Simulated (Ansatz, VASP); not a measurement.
## NaF in VASP and in Ansatz

Contents of INCAR:

```
PREC     = Accurate       # precision mode
ENCUT    = 520            # plane-wave cutoff, eV
EDIFF    = 1E-6           # SCF threshold, eV
ISMEAR   = 0              # smearing method
SIGMA    = 0.05           # smearing width, eV
LREAL    = F              # projectors in reciprocal space
LASPH    = T              # aspherical terms in the spheres
NELM     = 80             # most SCF steps
ALGO     = Normal         # electronic algorithm
ISIF     = 2              # what is computed and relaxed
LWAVE    = F              # write WAVECAR
LCHARG   = F              # write CHGCAR
GGA      = PE             # functional
NBANDS   = 14             # bands
```

KPOINTS

```
regular mesh
0
Gamma
  8 8 8
```

File POSCAR:

```
NaF
1.0
    0.0000000000      2.2536010000      2.2536010000
    2.2536010000      0.0000000000      2.2536010000
    2.2536010000      2.2536010000      0.0000000000
Na F
1 1
Direct
    0.0000000000      0.0000000000      0.0000000000
    0.5000000000      0.5000000000      0.5000000000
```

Input for Ansatz:

```yaml
crystal:
  lattice:
    - [0.0, 2.253601, 2.253601]
    - [2.253601, 0.0, 2.253601]
    - [2.253601, 2.253601, 0.0]
  atoms:
    - { symbol: Na, position: [0.0, 0.0, 0.0] }
    - { symbol: F, position: [0.5, 0.5, 0.5] }
basis:
  ecutwfc: 420
kpoints:
  mp_grid: { grid: [8, 8, 8] }
hamiltonian:
  xc: pbe
scf:
  occupations: { method: gaussian, width: 0.05 }
output:
  forces: true
  stress: true
  eigenvalues: true
```

Change from the starting cell: strain -0.030 along x and y, -0.030 along z, atoms carried along.

Alike in both runs: task single point; functional PBE; k mesh 8 × 8 × 8; occupations gaussian, width 0.05 eV; no spin polarisation.

|  | VASP | Ansatz |
| --- | --- | --- |
| version | VASP 6.6.1 | Ansatz 0.2.0 |
| potentials or method | VASP PAW PBE potentials, release 64 (Na_pv, F), cutoff 520 eV | scalar-relativistic, plane waves, PAW |
| valence electrons in the cell | 14 | 16 |

|  | VASP | Ansatz | Ansatz less VASP |
| --- | --- | --- | --- |
| gap on the k mesh at the Fermi level (eV) | 6.77 | 6.79 | +0.019 |
| least direct gap on the mesh (eV) | 6.77 | 6.79 | +0.019 |
| pressure (GPa) | 7.5 | 7.5 | +0.03 |

The functional is the same, so the differences come from potentials, cutoffs and numerics. VASP's potentials hold 14 valence electrons a cell and Ansatz's 16, so a difference there can come from the potentials and not from the codes.
